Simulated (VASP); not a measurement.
# GaAs (F-43m) in VASP: single point with PBE+D3(BJ)

Aim: the single point of GaAs with PBE+D3(BJ).

Program: VASP 6.6.1. These are calculated values, not measurements. Logs are shortened: lines on timing, memory, paths and dates and some standing lists are left out, and cuts for length are marked.

### 1 The cell of the first run

The structure is cubic, space group F-43m (No. 216). The conventional cell has a = 5.627 Å, b = 5.627 Å, c = 5.627 Å, α = 90.00°, β = 90.00°, γ = 90.00°. Within 3.2 Å of Ga (site symmetry -43m) lie 4 As at 2.44 Å. As (site symmetry -43m) has 4 Ga at 2.44 Å within 3.2 Å.

### 2 Single point, PBE+D3(BJ)

INCAR reads:

```
SYSTEM = GaAs
ALGO     = Normal         ! electronic algorithm
EDIFF    = 1E-7           ! SCF threshold, eV
ENCUT    = 520            ! plane-wave cutoff, eV
GGA      = PE             ! functional
ISIF     = 2              ! what is computed and relaxed
ISMEAR   = 0              ! smearing method
IVDW     = 12             ! dispersion correction
LASPH    = .TRUE.         ! aspherical terms in the spheres
LCHARG   = .FALSE.        ! write CHGCAR
LREAL    = .FALSE.        ! projectors in reciprocal space
LWAVE    = .FALSE.        ! write WAVECAR
NBANDS   = 16             ! bands
NELM     = 100            ! most SCF steps
PREC     = Accurate       ! precision mode
SIGMA    = 0.05           ! smearing width, eV
```

KPOINTS reads:

```
k-points
0
G
  6 6 6
  0 0 0
```

POSCAR reads:

```
GaAs
1.0
    0.0000000000      2.8135433318      2.8135433318
    2.8135433318      0.0000000000      2.8135433318
    2.8135433318      2.8135433318      0.0000000000
Ga As
1 1
Direct
    0.0000000000      0.0000000000      0.0000000000
    0.2500000000      0.2500000000      0.2500000000
```

Potentials or basis: VASP PAW PBE potentials, release 64 (Ga_d, As).

Run with:

```console
> cat potpaw_PBE.64/Ga_d/POTCAR potpaw_PBE.64/As/POTCAR > POTCAR
> mpirun -np 1 vasp_std > vasp.out
```

OUTCAR:

```text
SYSTEM = GaAs
   EDIFF = 1E-7
   ENCUT = 520
   GGA = PE
   ISIF = 2
   ISMEAR = 0
   IVDW = 12
   LASPH = .TRUE.
   LREAL = .FALSE.
   NELM = 100
   PREC = Accurate
 IVDW          = 12

 ion  position               nearest neighbor table
   1  0.000  0.000  0.000-   2 2.44   2 2.44   2 2.44   2 2.44
   2  0.250  0.250  0.250-   1 2.44   1 2.44   1 2.44   1 2.44

  LATTYP: Found a face centered cubic cell.
 ALAT       =     5.6270866636

  Lattice vectors:

 A1 = (   0.0000000000,   2.8135433318,   2.8135433318)
 A2 = (   2.8135433318,   0.0000000000,   2.8135433318)
 A3 = (   2.8135433318,   2.8135433318,   0.0000000000)

Analysis of symmetry for initial positions (statically):
=====================================================================
 Subroutine PRICEL returns:
 Original cell was already a primitive cell.

 Routine SETGRP: Setting up the symmetry group for a
 face centered cubic supercell.

 Subroutine GETGRP returns: Found 24 space group operations
 (whereof 24 operations were pure point group operations)
 out of a pool of 48 trial point group operations.

The static configuration has the point symmetry T_d .

Analysis of symmetry for dynamics (positions and initial velocities):
=====================================================================
 Subroutine PRICEL returns:
 Original cell was already a primitive cell.

 Routine SETGRP: Setting up the symmetry group for a
 face centered cubic supercell.

 Subroutine GETGRP returns: Found 24 space group operations
 (whereof 24 operations were pure point group operations)
 out of a pool of 48 trial point group operations.

The dynamic configuration has the point symmetry T_d .

 Subroutine INISYM returns: Found 24 space group operations
 (whereof 24 operations are pure point group operations),
 and found     1 'primitive' translations

----------------------------------------------------------------------------------------

                                     Primitive cell

  volume of cell :      44.5442

  direct lattice vectors                    reciprocal lattice vectors
     0.000000000  2.813543332  2.813543332    -0.177711853  0.177711853  0.177711853
     2.813543332  0.000000000  2.813543332     0.177711853 -0.177711853  0.177711853
     2.813543332  2.813543332  0.000000000     0.177711853  0.177711853 -0.177711853

  length of vectors
     3.978951138  3.978951138  3.978951138     0.307805959  0.307805959  0.307805959

  position of ions in fractional coordinates (direct lattice)
     0.000000000  0.000000000  0.000000000
     0.250000000  0.250000000  0.250000000

  ion indices of the primitive-cell ions
   primitive index   ion index
                 1           1
                 2           2

----------------------------------------------------------------------------------------

 KPOINTS: k-points

Automatic generation of k-mesh.
 Grid dimensions read from file:
 generate k-points for:    6    6    6

 Generating k-lattice:

  Cartesian coordinates                     Fractional coordinates (reciprocal lattice)
    -0.029618642  0.029618642  0.029618642     0.166666667  0.000000000  0.000000000
     0.029618642 -0.029618642  0.029618642     0.000000000  0.166666667  0.000000000
     0.029618642  0.029618642 -0.029618642     0.000000000  0.000000000  0.166666667

  Length of vectors
     0.051300993  0.051300993  0.051300993

  Shift w.r.t. Gamma in fractional coordinates (k-lattice)
     0.000000000  0.000000000  0.000000000

 Subroutine IBZKPT returns following result:
 ===========================================

 Found     16 irreducible k-points:

 Following reciprocal coordinates:
            Coordinates               Weight
  0.000000  0.000000  0.000000      1.000000
  0.166667  0.000000  0.000000      8.000000
  0.333333  0.000000  0.000000      8.000000
  0.500000  0.000000  0.000000      4.000000
  0.166667  0.166667  0.000000      6.000000
  0.333333  0.166667  0.000000     24.000000
[... 8 lines left out ...]
 -0.333333  0.333333  0.166667     24.000000
 -0.333333  0.500000  0.166667     12.000000
   k-points           NKPTS =     16   k-points in BZ     NKDIM =     16   number of bands    NBANDS=     16
   number of dos      NEDOS =    301   number of ions     NIONS =      2
   total plane-waves  NPLWV =  27000
   dimension x,y,z NGX =    30 NGY =   30 NGZ =   30
   dimension x,y,z NGXF=    60 NGYF=   60 NGZF=   60
   ions per type =               1   1
   NGX,Y,Z   is equivalent  to a cutoff of  12.53, 12.53, 12.53 a.u.
   NGXF,Y,Z  is equivalent  to a cutoff of  25.07, 25.07, 25.07 a.u.
 SYSTEM =  GaAs
   PREC   = accura    normal or accurate (medium, high low for compatibility)
   ISTART =      0    job   : 0-new  1-cont  2-samecut
   ICHARG =      2    charge: 1-file 2-atom 10-const
   ISPIN  =      1    spin polarized calculation?
   LNONCOLLINEAR =      F non collinear calculations
   LSORBIT =      F    spin-orbit coupling
   LASPH  =      T    aspherical Exc in radial PAW
   ENCUT  =  520.0 eV  38.22 Ry    6.18 a.u.   7.40  7.40  7.40*2*pi/ulx,y,z
   NELM   =    100;   NELMIN=  2; NELMDL= -5     # of ELM steps
   EDIFF  = 0.1E-06   stopping-criterion for ELM
   LREAL  =      F    real-space projection
   EDIFFG = 0.1E-05   stopping-criterion for IOM
   NSW    =      0    number of steps for IOM
   IBRION =     -1    ionic relax: 0-MD 1-quasi-New 2-CG
   NFREE  =      0    steps in history (QN), initial steepest desc. (CG)
   ISIF   =      2    stress and relaxation
   ISYM   =      2    0-nonsym 1-usesym 2-fastsym
   POTIM  = 0.5000    time-step for ionic-motion
   TEBEG  =    0.0;   TEEND  =   0.0 temperature during run
   PSTRESS=    0.0 pullay stress
   NELECT =      18.0000    total number of electrons
   NUPDOWN=      -1.0000    fix difference up-down
   EMIN   =  10.00;   EMAX   =-10.00  energy-range for DOS
   EFERMI =   0.00;   METHOD = LEGACY
   ISMEAR =     0;   SIGMA  =   0.05  broadening in eV -4-tet -1-fermi 0-gaus
   EFERMI_NEDOS =   21; number of points for ismear=-14 and -15
   IALGO  =     38    algorithm
   IMIX   =      4    mixing-type and parameters
     AMIX     =   0.40;   BMIX     =  1.00
     AMIX_MAG =   1.60;   BMIX_MAG =  1.00
  volume/ion in A,a.u.               =      22.27       150.30
  Fermi-wavevector in a.u.,A,eV,Ry     =   1.210325  2.287183 19.930997  1.464887
  Thomas-Fermi vector in A             =   2.345875
   LORBIT       =      0    0 simple, 1 ext, 2 COOP (PROOUT), +10 PAW based schemes
   GGA     = PE    functional components
   LHFCALC =     F    Hartree Fock is set to
   AEXX    =    0.0000 exact exchange contribution
   IVDW    =    12    specifies the selected vdW correction
   LEPSILON=     F    determine dielectric tensor
   LRPA    =     F    only Hartree local field effects (RPA)
 non-spin polarized calculation
 Gauss-broadening in eV      SIGMA  =   0.05
  energy-cutoff  :      520.00
  volume of cell :       44.54
 maximum number of plane-waves:      1243
 NGX is ok and might be reduce to    30
   NGX = 15   NGY = 15   NGZ = 15

 number of electron      18.0000006 magnetization

 Free energy of the ion-electron system (eV)
  ---------------------------------------------------
  ext. energy  EPLUGINS =         0.00000000
  ---------------------------------------------------
  free energy    TOTEN  =        -8.21111442 eV

  energy without entropy =       -8.21111442  energy(sigma->0) =       -8.21111442

 E-fermi :   4.3274     XC(G=0):  -9.6472

 val. band max:        4.0746647880   @ k =   0.0000   0.0000   0.0000
 cond. band min:       4.7002209672   @ k =   0.0000   0.0000   0.0000
 fundamental gap:      0.6255561793
 Fermi energy:         4.3274337921

 k-point     1 :       0.0000    0.0000    0.0000
  band No.  band energies     occupation
      1     -10.7701      2.00000
      2     -10.7701      2.00000
      3     -10.7701      2.00000
      4     -10.6876      2.00000
      5     -10.6876      2.00000
      6      -8.7543      2.00000
[... 8 lines left out ...]
     15      14.2270      0.00000
     16      14.2270      0.00000

 k-point     2 :       0.1667    0.0000    0.0000
  band No.  band energies     occupation
      1     -10.7940      2.00000
      2     -10.7639      2.00000
      3     -10.7639      2.00000
      4     -10.6878      2.00000
      5     -10.6878      2.00000
      6      -8.4269      2.00000
[... 8 lines left out ...]
     15      13.1311      0.00000
     16      13.1311      0.00000

 k-point     3 :       0.3333    0.0000    0.0000
  band No.  band energies     occupation
      1     -10.8354      2.00000
      2     -10.7536      2.00000
      3     -10.7536      2.00000
      4     -10.6859      2.00000
      5     -10.6859      2.00000
      6      -7.5801      2.00000
[... 8 lines left out ...]
     15      13.7689      0.00000
     16      13.7689      0.00000

 k-point     4 :       0.5000    0.0000    0.0000
  band No.  band energies     occupation
      1     -10.8539      2.00000
      2     -10.7498      2.00000
      3     -10.7498      2.00000
      4     -10.6836      2.00000
      5     -10.6836      2.00000
      6      -6.9438      2.00000
[... 8 lines left out ...]
     15      16.0089      0.00000
     16      16.0089      0.00000
[... 172 lines left out ...]
 k-point    14 :       0.5000    0.3333    0.1667
  band No.  band energies     occupation
      1     -10.8597      2.00000
      2     -10.7417      2.00000
      3     -10.7345      2.00000
      4     -10.6986      2.00000
      5     -10.6814      2.00000
      6      -6.9012      2.00000
[... 8 lines left out ...]
     15      15.2705      0.00000
     16      17.2971      0.00000

 k-point    15 :      -0.3333    0.3333    0.1667
  band No.  band energies     occupation
      1     -10.8675      2.00000
      2     -10.7410      2.00000
      3     -10.7294      2.00000
      4     -10.6960      2.00000
      5     -10.6839      2.00000
      6      -6.3789      2.00000
[... 8 lines left out ...]
     15      16.3306      0.00000
     16      16.8900      0.00000

 k-point    16 :      -0.3333    0.5000    0.1667
  band No.  band energies     occupation
      1     -10.8767      2.00000
      2     -10.7325      2.00000
      3     -10.7231      2.00000
      4     -10.7033      2.00000
      5     -10.6802      2.00000
      6      -6.1381      2.00000
[... 8 lines left out ...]
     15      16.3778      0.00000
     16      17.4999      0.00000

------------------------ aborting loop because EDIFF is reached ----------------------------------------

 Edisp (eV)   -0.65964

 E8    (eV) :    -0.2946

  FORCE on cell =-STRESS in cart. coord.  units (eV):
  Direction    XX          YY          ZZ          XY          YZ          ZX
  --------------------------------------------------------------------------------------
  -------------------------------------------------------------------------------------
  Total       0.56672     0.56672     0.56672     0.00000     0.00000     0.00000
  in kB      20.38388    20.38388    20.38388     0.00000     0.00000     0.00000
  external pressure =       20.38 kB  Pullay stress =        0.00 kB

 VOLUME and BASIS-vectors are now :
 -----------------------------------------------------------------------------
  energy-cutoff  :      520.00
  volume of cell :       44.54
      direct lattice vectors                 reciprocal lattice vectors
     0.000000000  2.813543332  2.813543332    -0.177711853  0.177711853  0.177711853
     2.813543332  0.000000000  2.813543332     0.177711853 -0.177711853  0.177711853
     2.813543332  2.813543332  0.000000000     0.177711853  0.177711853 -0.177711853

 POSITION                                       TOTAL-FORCE (eV/Angst)
 -----------------------------------------------------------------------------------
      0.00000      0.00000      0.00000        -0.000000     -0.000000      0.000000
      1.40677      1.40677      1.40677         0.000000      0.000000     -0.000000
 -----------------------------------------------------------------------------------
    total drift:                                0.000001      0.000001      0.000002

  FREE ENERGIE OF THE ION-ELECTRON SYSTEM (eV)
  ---------------------------------------------------
  free  energy   TOTEN  =        -8.8707543279 eV

  energy  without entropy=       -8.8707543279  energy(sigma->0) =       -8.87075433
```

Wall time 39 s (1 thread of AMD EPYC 7R13, shared host); peak memory 0.15 GiB.

What came out:

```yaml
Free_energy: -8.8708 eV
Pressure: 2.0 GPa
Band_gap_on_the_k_mesh: 0.63 eV, direct
Dispersion_energy_per_atom: -0.330 eV
```

A k mesh can miss the band edges. PBE gaps usually lie below the measured ones, often by a third to a half.
